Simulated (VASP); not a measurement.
# Ta (I4/mmm) in VASP: a series of runs, part 2 of 2

VASP 6.6.1. The steps go on from the part before.

## 6. Single point, PBEsol (strain -0.030 along x and y, +0.030 along z)

Input file INCAR:

```
PREC = Accurate
ENCUT = 520
EDIFF = 1E-6
ISMEAR = 0
SIGMA = 0.15
LREAL = F
LASPH = T
NELM = 80
ALGO = Fast
ISIF = 2
LWAVE = F
LCHARG = T
GGA = PS
LELF = T
LVHAR = T
NBANDS = 12
```

Input file KPOINTS:

```
Automatic mesh
0
Gamma
  20 20 20
```

Input file POSCAR:

```
Ta
1.0
   -1.6017416000      1.6017416000      1.7008184000
    1.6017416000     -1.6017416000      1.7008184000
    1.6017416000      1.6017416000     -1.7008184000
Ta
1
Direct
    0.0000000000      0.0000000000      0.0000000000
```

Potentials or basis: VASP PAW PBE potentials, release 64 (Ta_pv).

Launch:

```sh
$ cat potpaw_PBE.64/Ta_pv/POTCAR > POTCAR
$ mpirun -np 1 vasp_std > vasp.out
```

OUTCAR:

```text
PREC = Accurate
   ENCUT = 520
   EDIFF = 1E-6
   ISMEAR = 0
   LREAL = F
   LASPH = T
   NELM = 80
   ISIF = 2
   GGA = PS

 ion  position               nearest neighbor table
   1  0.000  0.000  0.000-

  LATTYP: Found a body centered tetragonal cell.
 ALAT       =     3.2034832000
 C/A-ratio  =     1.0618556701

  Lattice vectors:

 A1 = (  -1.6017416000,   1.6017416000,   1.7008184000)
 A2 = (   1.6017416000,  -1.6017416000,   1.7008184000)
 A3 = (   1.6017416000,   1.6017416000,  -1.7008184000)

Analysis of symmetry for initial positions (statically):
=====================================================================
 Subroutine PRICEL returns:
 Original cell was already a primitive cell.

 Routine SETGRP: Setting up the symmetry group for a
 body centered tetragonal supercell.

 Subroutine GETGRP returns: Found 16 space group operations
 (whereof 16 operations were pure point group operations)
 out of a pool of 16 trial point group operations.

The static configuration has the point symmetry D_4h.

Analysis of symmetry for dynamics (positions and initial velocities):
=====================================================================
 Subroutine PRICEL returns:
 Original cell was already a primitive cell.

 Routine SETGRP: Setting up the symmetry group for a
 body centered tetragonal supercell.

 Subroutine GETGRP returns: Found 16 space group operations
 (whereof 16 operations were pure point group operations)
 out of a pool of 16 trial point group operations.

The dynamic configuration has the point symmetry D_4h.

 Subroutine INISYM returns: Found 16 space group operations
 (whereof 16 operations are pure point group operations),
 and found     1 'primitive' translations

----------------------------------------------------------------------------------------

                                     Primitive cell

  volume of cell :      17.4543

  direct lattice vectors                    reciprocal lattice vectors
    -1.601741600  1.601741600  1.700818400     0.000000000  0.312160214  0.293976123
     1.601741600 -1.601741600  1.700818400     0.312160214  0.000000000  0.293976123
     1.601741600  1.601741600 -1.700818400     0.312160214  0.312160214  0.000000000

  length of vectors
     2.832655210  2.832655210  2.832655210     0.428795942  0.428795942  0.441461208

  position of ions in fractional coordinates (direct lattice)
     0.000000000  0.000000000  0.000000000

  ion indices of the primitive-cell ions
   primitive index   ion index
                 1           1

----------------------------------------------------------------------------------------

 KPOINTS: Automatic mesh

Automatic generation of k-mesh.
 Grid dimensions read from file:
 generate k-points for:   20   20   20

 Generating k-lattice:

  Cartesian coordinates                     Fractional coordinates (reciprocal lattice)
     0.000000000  0.015608011  0.014698806     0.050000000  0.000000000  0.000000000
     0.015608011  0.000000000  0.014698806     0.000000000  0.050000000  0.000000000
     0.015608011  0.015608011  0.000000000     0.000000000  0.000000000  0.050000000

  Length of vectors
     0.021439797  0.021439797  0.022073060

  Shift w.r.t. Gamma in fractional coordinates (k-lattice)
     0.000000000  0.000000000  0.000000000

 Subroutine IBZKPT returns following result:
 ===========================================

 Found    641 irreducible k-points:

 Following reciprocal coordinates:
            Coordinates               Weight
  0.000000  0.000000  0.000000      1.000000
  0.050000  0.000000  0.000000      8.000000
  0.100000  0.000000  0.000000      8.000000
  0.150000  0.000000 -0.000000      8.000000
  0.200000  0.000000  0.000000      8.000000
  0.250000  0.000000 -0.000000      8.000000
[... 16 lines left out ...]
 -0.400000  0.050000  0.000000     16.000000
 -0.350000  0.050000  0.000000     16.000000
 [... further k-points ...]
   k-points           NKPTS =    641   k-points in BZ     NKDIM =    641   number of bands    NBANDS=     12
   number of dos      NEDOS =    301   number of ions     NIONS =      1
   total plane-waves  NPLWV =  13824
   dimension x,y,z NGX =    24 NGY =   24 NGZ =   24
   dimension x,y,z NGXF=    48 NGYF=   48 NGZF=   48
   ions per type =               1
   NGX,Y,Z   is equivalent  to a cutoff of  14.09, 14.09, 14.09 a.u.
   NGXF,Y,Z  is equivalent  to a cutoff of  28.17, 28.17, 28.17 a.u.
 SYSTEM =  unknown system
   PREC   = accura    normal or accurate (medium, high low for compatibility)
   ISTART =      0    job   : 0-new  1-cont  2-samecut
   ICHARG =      2    charge: 1-file 2-atom 10-const
   ISPIN  =      1    spin polarized calculation?
   LNONCOLLINEAR =      F non collinear calculations
   LSORBIT =      F    spin-orbit coupling
   LASPH  =      T    aspherical Exc in radial PAW
   ENCUT  =  520.0 eV  38.22 Ry    6.18 a.u.   5.27  5.27  5.27*2*pi/ulx,y,z
   NELM   =     80;   NELMIN=  2; NELMDL= -5     # of ELM steps
   EDIFF  = 0.1E-05   stopping-criterion for ELM
   LREAL  =      F    real-space projection
   EDIFFG = 0.1E-04   stopping-criterion for IOM
   NSW    =      0    number of steps for IOM
   IBRION =     -1    ionic relax: 0-MD 1-quasi-New 2-CG
   NFREE  =      0    steps in history (QN), initial steepest desc. (CG)
   ISIF   =      2    stress and relaxation
   ISYM   =      2    0-nonsym 1-usesym 2-fastsym
   POTIM  = 0.5000    time-step for ionic-motion
   TEBEG  =    0.0;   TEEND  =   0.0 temperature during run
   PSTRESS=    0.0 pullay stress
   NELECT =      11.0000    total number of electrons
   NUPDOWN=      -1.0000    fix difference up-down
   EMIN   =  10.00;   EMAX   =-10.00  energy-range for DOS
   EFERMI =   0.00;   METHOD = LEGACY
   ISMEAR =     0;   SIGMA  =   0.15  broadening in eV -4-tet -1-fermi 0-gaus
   EFERMI_NEDOS =   21; number of points for ismear=-14 and -15
   IALGO  =     68    algorithm
   IMIX   =      4    mixing-type and parameters
     AMIX     =   0.40;   BMIX     =  1.00
     AMIX_MAG =   1.60;   BMIX_MAG =  1.00
  volume/ion in A,a.u.               =      17.45       117.79
  Fermi-wavevector in a.u.,A,eV,Ry     =   1.403583  2.652387 26.804094  1.970045
  Thomas-Fermi vector in A             =   2.526230
   LORBIT       =      0    0 simple, 1 ext, 2 COOP (PROOUT), +10 PAW based schemes
   GGA     = PS    functional components
   LHFCALC =     F    Hartree Fock is set to
   AEXX    =    0.0000 exact exchange contribution
   IVDW    =     0    specifies the selected vdW correction
   LEPSILON=     F    determine dielectric tensor
   LRPA    =     F    only Hartree local field effects (RPA)
 non-spin polarized calculation
 RMM-DIIS sequential band-by-band and
 Gauss-broadening in eV      SIGMA  =   0.15
  energy-cutoff  :      520.00
  volume of cell :       17.45
 maximum number of plane-waves:       482
 NGX is ok and might be reduce to    24
   NGX = 11   NGY = 11   NGZ = 11

 number of electron      11.0000001 magnetization

 Free energy of the ion-electron system (eV)
  ---------------------------------------------------
  ext. energy  EPLUGINS =         0.00000000
  ---------------------------------------------------
  free energy    TOTEN  =       -12.54010389 eV

  energy without entropy =      -12.52560849  energy(sigma->0) =      -12.53285619

 E-fermi :   5.5841     XC(G=0): -12.8898

 val. band max:        5.5813583729   @ k =  -0.2000   0.4500   0.1500
 cond. band min:       5.5843403935   @ k =  -0.1500   0.1000   0.0000
 fundamental gap:      0.0029820207
 Fermi energy:         5.5841208959

 k-point     1 :       0.0000    0.0000    0.0000
  band No.  band energies     occupation
      1     -27.3283      2.00000
      2     -27.3184      2.00000
      3     -27.3184      2.00000
      4      -2.4724      2.00000
      5       6.0813      0.00000
      6       6.0813      0.00000
      7       6.8379      0.00000
      8       9.1186      0.00000
      9      10.1589      0.00000
     10      20.0934      0.00000
     11      21.1694      0.00000
     12      21.1694      0.00000
[... 331 lines left out ...]
 k-point    24 :      -0.3500    0.0500    0.0000
  band No.  band energies     occupation
      1     -28.3057      2.00000
      2     -27.6126      2.00000
      3     -27.3402      2.00000
      4       0.7625      2.00000
      5       4.7140      2.00000
      6       5.4060      1.90691
      7       8.8795      0.00000
      8      10.3596      0.00000
      9      10.8083      0.00000
     10      19.6601      0.00000
     11      20.2390      0.00000
     12      20.6195      0.00000

 [... further k-points ...]

------------------------ aborting loop because EDIFF is reached ----------------------------------------

  FORCE on cell =-STRESS in cart. coord.  units (eV):
  Direction    XX          YY          ZZ          XY          YZ          ZX
  --------------------------------------------------------------------------------------
  -------------------------------------------------------------------------------------
  Total        0.6082524      0.6082524     -0.1746932      0.0000000      0.0000000      0.0000000
  in kB       55.8330784     55.8330784    -16.0355477      0.0000000      0.0000000      0.0000000
  external PRESSURE =      31.8768697 kB  Pullay stress =       0.0000000 kB

 VOLUME and BASIS-vectors are now :
 -----------------------------------------------------------------------------
  energy-cutoff  :      520.00
  volume of cell :       17.45
      direct lattice vectors                 reciprocal lattice vectors
    -1.601741600  1.601741600  1.700818400     0.000000000  0.312160214  0.293976123
     1.601741600 -1.601741600  1.700818400     0.312160214  0.000000000  0.293976123
     1.601741600  1.601741600 -1.700818400     0.312160214  0.312160214  0.000000000

 POSITION                                       TOTAL-FORCE (eV/Angst)
 -----------------------------------------------------------------------------------
      0.00000      0.00000      0.00000         0.000000     -0.000000      0.000000
 -----------------------------------------------------------------------------------
    total drift:                               -0.000000      0.000000     -0.000000

  FREE ENERGIE OF THE ION-ELECTRON SYSTEM (eV)
  ---------------------------------------------------
  free  energy   TOTEN  =       -12.5401038859 eV

  energy  without entropy=      -12.5256084904  energy(sigma->0) =      -12.53285619
```

stdout:

```text
POSCAR found type information on POSCAR Ta
 POSCAR found :  1 types and       1 ions
 scaLAPACK will be used
 -----------------------------------------------------------------------------
|                                                                             |
|                                                                             |
|     You enforced a specific xc type in the INCAR file but a different       |
|     I HOPE YOU KNOW WHAT YOU ARE DOING!                                     |
|                                                                             |
 -----------------------------------------------------------------------------

 LDA part: xc-table for (Slater+PW92), standard interpolation
 POSCAR, INCAR and KPOINTS ok, starting setup
 FFT: planning ... GRIDC
 FFT: planning ... GRID_SOFT
 FFT: planning ... GRID
 WAVECAR not read
 entering main loop
WARNING in EDDRMM: call to ZHEGV failed, returncode =   8  4     11
WARNING in EDDRMM: call to ZHEGV failed, returncode =   6  3     12
```

Wall time 2 min (1 thread of Intel Xeon 8259CL, shared host); peak memory 0.25 GiB.

Results:

| Property | Result |
| --- | --- |
| Free energy | -12.5401 eV |
| Pressure | 3.2 GPa |
| Band gap on the k mesh | zero (an odd number of electrons rules out a gap without spin polarisation) |

Caveat: the cell differs from its parent crystal (strain -0.030 along x and y, +0.030 along z); the cell stands under pressure; the PAW data sets were made with another functional, which shifts forces and pressure a little; spin-orbit coupling is left out, which moves the levels of the heavy elements.

## 7. The runs side by side

| cell | further INCAR settings | gap on the mesh (eV) | pressure (GPa) |
| --- | --- | --- | --- |
| a = 2.932 Å, angles 109.1, 109.1, 110.3°, 1 atom | ALGO = Fast; EDIFF = 1e-06; NBANDS = 12 | none | -16.2 |
| a = 2.789 Å, angles 109.9, 109.9, 108.6°, 1 atom | ALGO = Fast; EDIFF = 1e-06; NBANDS = 12 | none | 13.7 |
| a = 2.803 Å, angles 109.1, 109.1, 110.3°, 1 atom | ALGO = Fast; EDIFF = 1e-07; NBANDS = 12 | none | 9.8 |
| a = 2.818 Å, angles 110.7, 110.7, 107.0°, 1 atom | ALGO = Fast; EDIFF = 1e-06; NBANDS = 12 | none | 6.4 |
| a = 2.833 Å, angles 111.1, 111.1, 106.2°, 1 atom | ALGO = Fast; EDIFF = 1e-06; NBANDS = 12 | none | 3.2 |

Alike in all rows: task single point; level PBEsol; potentials or basis VASP PAW PBE potentials, release 64 (Ta_pv); no spin polarisation; k mesh 20 × 20 × 20; cutoff (eV) 520; smearing gaussian 0.15 eV.

Caveats: the PAW data sets were made with another functional, which shifts forces and pressure a little; spin-orbit coupling is left out, which moves the levels of the heavy elements; the cell stands under pressure (at least some runs); the cell stands under tension (at least some runs).

Absolute energies hang on the potentials; compare differences alone.
